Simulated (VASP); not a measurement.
# ZrB2 (P6/mmm) in VASP: a series of runs, part 2 of 2

VASP 6.6.1. Earlier steps stand in the parts before.

**5. Single point, PBEsol**

This run uses another cell than the first one, of 9.40 Å³/atom.

File INCAR:

```
PREC = Accurate ; ENCUT = 520
EDIFF = 1E-7 ; ISMEAR = -1
SIGMA = 0.05 ; LREAL = F
LASPH = T ; NELM = 80
ALGO = Normal ; ISIF = 2
LWAVE = F ; LCHARG = T
GGA = PS ; LELF = T
LVHAR = T ; NBANDS = 16
```

File KPOINTS:

```
Automatic mesh
0
Gamma
  10 10 8
```

File POSCAR:

```
ZrB2
1.0
    3.0843856566      0.0000000000      0.0000000000
   -1.5421928283      2.6711563337      0.0000000000
    0.0000000000      0.0000000000      3.4221148748
Zr B
1 2
Direct
    0.0000000000      0.0000000000      0.0000000000
    0.6666666667      0.3333333333      0.5000000000
    0.3333333333      0.6666666667      0.5000000000
```

Potentials or basis: VASP PAW PBE potentials, release 64 (Zr_sv, B).

Launch:

```
cat potpaw_PBE.64/Zr_sv/POTCAR potpaw_PBE.64/B/POTCAR > POTCAR
mpirun -np 1 vasp_std > vasp.out
```

OUTCAR:

```text
PREC = Accurate
   ENCUT = 520
   EDIFF = 1E-7
   ISMEAR = -1
   LREAL = F
   LASPH = T
   NELM = 80
   ISIF = 2
   GGA = PS

 ion  position               nearest neighbor table
   1  0.000  0.000  0.000-   2 2.47   3 2.47   2 2.47   3 2.47   2 2.47   2 2.47   3 2.47   3 2.47
                             2 2.47   2 2.47   3 2.47   3 2.47
   2  0.667  0.333  0.500-   3 1.78   3 1.78   3 1.78   1 2.47   1 2.47   1 2.47   1 2.47   1 2.47
                             1 2.47
   3  0.333  0.667  0.500-   2 1.78   2 1.78   2 1.78   1 2.47   1 2.47   1 2.47   1 2.47   1 2.47
                             1 2.47

  LATTYP: Found a hexagonal cell.
 ALAT       =     3.0843856566
 C/A-ratio  =     1.1094964300

  Lattice vectors:

 A1 = (   3.0843856566,   0.0000000000,   0.0000000000)
 A2 = (  -1.5421928283,   2.6711563337,   0.0000000000)
 A3 = (   0.0000000000,   0.0000000000,   3.4221148748)

Analysis of symmetry for initial positions (statically):
=====================================================================
 Subroutine PRICEL returns:
 Original cell was already a primitive cell.

 Routine SETGRP: Setting up the symmetry group for a
 hexagonal supercell.

 Subroutine GETGRP returns: Found 24 space group operations
 (whereof 24 operations were pure point group operations)
 out of a pool of 24 trial point group operations.

The static configuration has the point symmetry D_6h.

Analysis of symmetry for dynamics (positions and initial velocities):
=====================================================================
 Subroutine PRICEL returns:
 Original cell was already a primitive cell.

 Routine SETGRP: Setting up the symmetry group for a
 hexagonal supercell.

 Subroutine GETGRP returns: Found 24 space group operations
 (whereof 24 operations were pure point group operations)
 out of a pool of 24 trial point group operations.

The dynamic configuration has the point symmetry D_6h.

 Subroutine INISYM returns: Found 24 space group operations
 (whereof 24 operations are pure point group operations),
 and found     1 'primitive' translations

----------------------------------------------------------------------------------------

                                     Primitive cell

  volume of cell :      28.1944

  direct lattice vectors                    reciprocal lattice vectors
     3.084385657  0.000000000  0.000000000     0.324213672  0.187184851  0.000000000
    -1.542192828  2.671156334  0.000000000     0.000000000  0.374369702  0.000000000
     0.000000000  0.000000000  3.422114875     0.000000000  0.000000000  0.292216958

  length of vectors
     3.084385657  3.084385657  3.422114875     0.374369702  0.374369702  0.292216958

  position of ions in fractional coordinates (direct lattice)
     0.000000000  0.000000000  0.000000000
     0.666666667  0.333333333  0.500000000
     0.333333333  0.666666667  0.500000000

  ion indices of the primitive-cell ions
   primitive index   ion index
                 1           1
                 2           2
                 3           3

----------------------------------------------------------------------------------------

 KPOINTS: Automatic mesh

Automatic generation of k-mesh.
 Grid dimensions read from file:
 generate k-points for:   10   10    8

 Generating k-lattice:

  Cartesian coordinates                     Fractional coordinates (reciprocal lattice)
     0.032421367  0.018718485  0.000000000     0.100000000  0.000000000  0.000000000
     0.000000000  0.037436970  0.000000000     0.000000000  0.100000000  0.000000000
     0.000000000  0.000000000  0.036527120     0.000000000  0.000000000  0.125000000

  Length of vectors
     0.037436970  0.037436970  0.036527120

  Shift w.r.t. Gamma in fractional coordinates (k-lattice)
     0.000000000  0.000000000  0.000000000

 Subroutine IBZKPT returns following result:
 ===========================================

 Found     70 irreducible k-points:

 Following reciprocal coordinates:
            Coordinates               Weight
  0.000000  0.000000  0.000000      1.000000
  0.100000  0.000000  0.000000      6.000000
  0.200000  0.000000  0.000000      6.000000
  0.300000  0.000000  0.000000      6.000000
  0.400000  0.000000  0.000000      6.000000
  0.500000  0.000000  0.000000      3.000000
[... 16 lines left out ...]
  0.300000  0.100000  0.125000     24.000000
  0.400000  0.100000  0.125000     24.000000
 [... further k-points ...]
   k-points           NKPTS =     70   k-points in BZ     NKDIM =     70   number of bands    NBANDS=     16
   number of dos      NEDOS =    301   number of ions     NIONS =      3
   total plane-waves  NPLWV =  16128
   dimension x,y,z NGX =    24 NGY =   24 NGZ =   28
   dimension x,y,z NGXF=    48 NGYF=   48 NGZF=   56
   ions per type =               1   2
   NGX,Y,Z   is equivalent  to a cutoff of  12.94, 12.94, 13.60 a.u.
   NGXF,Y,Z  is equivalent  to a cutoff of  25.87, 25.87, 27.20 a.u.
 SYSTEM =  unknown system
   PREC   = accura    normal or accurate (medium, high low for compatibility)
   ISTART =      0    job   : 0-new  1-cont  2-samecut
   ICHARG =      2    charge: 1-file 2-atom 10-const
   ISPIN  =      1    spin polarized calculation?
   LNONCOLLINEAR =      F non collinear calculations
   LSORBIT =      F    spin-orbit coupling
   LASPH  =      T    aspherical Exc in radial PAW
   ENCUT  =  520.0 eV  38.22 Ry    6.18 a.u.   5.73  5.73  6.36*2*pi/ulx,y,z
   NELM   =     80;   NELMIN=  2; NELMDL= -5     # of ELM steps
   EDIFF  = 0.1E-06   stopping-criterion for ELM
   LREAL  =      F    real-space projection
   EDIFFG = 0.1E-05   stopping-criterion for IOM
   NSW    =      0    number of steps for IOM
   IBRION =     -1    ionic relax: 0-MD 1-quasi-New 2-CG
   NFREE  =      0    steps in history (QN), initial steepest desc. (CG)
   ISIF   =      2    stress and relaxation
   ISYM   =      2    0-nonsym 1-usesym 2-fastsym
   POTIM  = 0.5000    time-step for ionic-motion
   TEBEG  =    0.0;   TEEND  =   0.0 temperature during run
   PSTRESS=    0.0 pullay stress
   NELECT =      18.0000    total number of electrons
   NUPDOWN=      -1.0000    fix difference up-down
   EMIN   =  10.00;   EMAX   =-10.00  energy-range for DOS
   EFERMI =   0.00;   METHOD = LEGACY
   ISMEAR =    -1;   SIGMA  =   0.05  broadening in eV -4-tet -1-fermi 0-gaus
   EFERMI_NEDOS =   21; number of points for ismear=-14 and -15
   IALGO  =     38    algorithm
   IMIX   =      4    mixing-type and parameters
     AMIX     =   0.40;   BMIX     =  1.00
     AMIX_MAG =   1.60;   BMIX_MAG =  1.00
  volume/ion in A,a.u.               =       9.40        63.42
  Fermi-wavevector in a.u.,A,eV,Ry     =   1.409651  2.663853 27.036338  1.987115
  Thomas-Fermi vector in A             =   2.531685
   LORBIT       =      0    0 simple, 1 ext, 2 COOP (PROOUT), +10 PAW based schemes
   GGA     = PS    functional components
   LHFCALC =     F    Hartree Fock is set to
   AEXX    =    0.0000 exact exchange contribution
   IVDW    =     0    specifies the selected vdW correction
   LEPSILON=     F    determine dielectric tensor
   LRPA    =     F    only Hartree local field effects (RPA)
 non-spin polarized calculation
  energy-cutoff  :      520.00
  volume of cell :       28.19
 maximum number of plane-waves:       780
 NGX is ok and might be reduce to    24
   NGX = 11   NGY = 11   NGZ = 13

 number of electron      18.0000000 magnetization

 Free energy of the ion-electron system (eV)
  ---------------------------------------------------
  ext. energy  EPLUGINS =         0.00000000
  ---------------------------------------------------
  free energy    TOTEN  =       -26.27340018 eV

  energy without entropy =      -26.27070366  energy(sigma->0) =      -26.27205192

 E-fermi :  11.2839     XC(G=0): -12.9492

 val. band max:       11.2483238521   @ k =   0.2000   0.2000   0.1250
 cond. band min:      11.4538347316   @ k =   0.1000   0.0000   0.5000
 fundamental gap:      0.2055108794
 Fermi energy:        11.2839287342

 k-point     1 :       0.0000    0.0000    0.0000
  band No.  band energies     occupation
      1     -36.8165      2.00000
      2     -15.0896      2.00000
      3     -14.3954      2.00000
      4     -14.3954      2.00000
      5      -1.6662      2.00000
      6       8.5784      2.00000
[... 433 lines left out ...]
      3     -14.9124      2.00000
      4     -14.7437      2.00000
      5       1.9623      2.00000
      6       3.2216      2.00000
[... 8 lines left out ...]
     15      20.7416      0.00000
     16      22.5229      0.00000

 [... further k-points ...]

------------------------ aborting loop because EDIFF is reached ----------------------------------------

  FORCE on cell =-STRESS in cart. coord.  units (eV):
  Direction    XX          YY          ZZ          XY          YZ          ZX
  --------------------------------------------------------------------------------------
  -------------------------------------------------------------------------------------
  Total        3.5978579      3.5978579      3.5843410      0.0000000      0.0000000      0.0000000
  in kB      204.4523089    204.4523089    203.6841964      0.0000000      0.0000000      0.0000000
  external PRESSURE =     204.1962714 kB  Pullay stress =       0.0000000 kB

 VOLUME and BASIS-vectors are now :
 -----------------------------------------------------------------------------
  energy-cutoff  :      520.00
  volume of cell :       28.19
      direct lattice vectors                 reciprocal lattice vectors
     3.084385657  0.000000000  0.000000000     0.324213672  0.187184851  0.000000000
    -1.542192828  2.671156334  0.000000000     0.000000000  0.374369702  0.000000000
     0.000000000  0.000000000  3.422114875     0.000000000  0.000000000  0.292216958

 POSITION                                       TOTAL-FORCE (eV/Angst)
 -----------------------------------------------------------------------------------
      0.00000      0.00000      0.00000        -0.000000      0.000000      0.000000
      1.54219      0.89039      1.71106         0.000000     -0.000000      0.000000
     -0.00000      1.78077      1.71106        -0.000000     -0.000000      0.000000
 -----------------------------------------------------------------------------------
    total drift:                               -0.000000      0.000000     -0.000000

  FREE ENERGIE OF THE ION-ELECTRON SYSTEM (eV)
  ---------------------------------------------------
  free  energy   TOTEN  =       -26.2734001789 eV

  energy  without entropy=      -26.2707036564  energy(sigma->0) =      -26.27205192
```

OSZICAR:

```text
N       E                     dE             d eps       ncg     rms          rms(c)
DAV:   1     0.105252334582E+03    0.10525E+03   -0.97868E+03  2240   0.113E+03
DAV:   2    -0.248093761780E+02   -0.13006E+03   -0.12413E+03  2920   0.298E+02
DAV:   3    -0.288792073328E+02   -0.40698E+01   -0.40525E+01  3336   0.454E+01
DAV:   4    -0.289444641389E+02   -0.65257E-01   -0.65249E-01  2800   0.524E+00
DAV:   5    -0.289457431035E+02   -0.12790E-02   -0.12790E-02  3328   0.510E-01    0.268E+01
DAV:   6    -0.263377157726E+02    0.26080E+01   -0.53169E+00  2888   0.166E+01    0.113E+01
DAV:   7    -0.262754328121E+02    0.62283E-01   -0.67201E-01  3136   0.533E+00    0.387E+00
DAV:   8    -0.262784103087E+02   -0.29775E-02   -0.12437E-01  2656   0.291E+00    0.420E-01
DAV:   9    -0.262736949756E+02    0.47153E-02   -0.20701E-02  2672   0.115E+00    0.204E-01
DAV:  10    -0.262733988198E+02    0.29616E-03   -0.15964E-03  2584   0.386E-01    0.419E-02
DAV:  11    -0.262734021370E+02   -0.33172E-05   -0.53721E-05  2928   0.696E-02    0.139E-02
DAV:  12    -0.262734004042E+02    0.17328E-05   -0.32851E-06  2784   0.170E-02    0.651E-03
DAV:  13    -0.262734001988E+02    0.20539E-06   -0.67443E-07  3080   0.758E-03    0.138E-03
DAV:  14    -0.262734001789E+02    0.19896E-07   -0.33191E-08  1360   0.158E-03
   1 F= -.26273400E+02 E0= -.26272052E+02  d E =-.269652E-02
```

Wall time 42 s (1 thread of Intel Xeon 8259CL, shared host); peak memory 0.16 GiB.

Results:

- Free energy: -26.2734 eV
- Pressure: 20.4 GPa
- Band gap on the k mesh: zero (bands 9 and 10 overlap by 0.85 eV)

Stress tensor (GPa, compression positive):
```
20.45  0.00  0.00
 0.00 20.45  0.00
 0.00  0.00 20.37
```

Caveat: the cell stands under pressure; the PAW data sets were made with another functional, which shifts forces and pressure a little.

**6. Overview**

```tsv
level	cell	gap on the mesh (eV)	pressure (GPa)
r2SCAN	a = 3.170, b = 3.170, c = 3.533 Å, angles 90.0, 90.0, 120.0°, 3 atoms	none	0.9
r2SCAN	a = 3.232, b = 3.232, c = 3.602 Å, angles 90.0, 90.0, 120.0°, 3 atoms	none	-12.0
PBEsol	a = 3.056, b = 3.056, c = 3.387 Å, angles 90.0, 90.0, 120.0°, 3 atoms	none	30.4
PBEsol	a = 3.084, b = 3.084, c = 3.422 Å, angles 90.0, 90.0, 120.0°, 3 atoms	none	20.4
```

Alike in all rows: task single point; potentials or basis VASP PAW PBE potentials, release 64 (Zr_sv, B); no spin polarisation; k mesh 10 × 10 × 8; cutoff (eV) 520; smearing fermi-dirac 0.05 eV.

Caveats: the PAW data sets were made with another functional, which shifts forces and pressure a little; the cell stands under pressure (at least some runs); the cell stands under tension (at least some runs).

Total energies depend on the potentials used, so only differences within one code and one set of settings carry meaning.
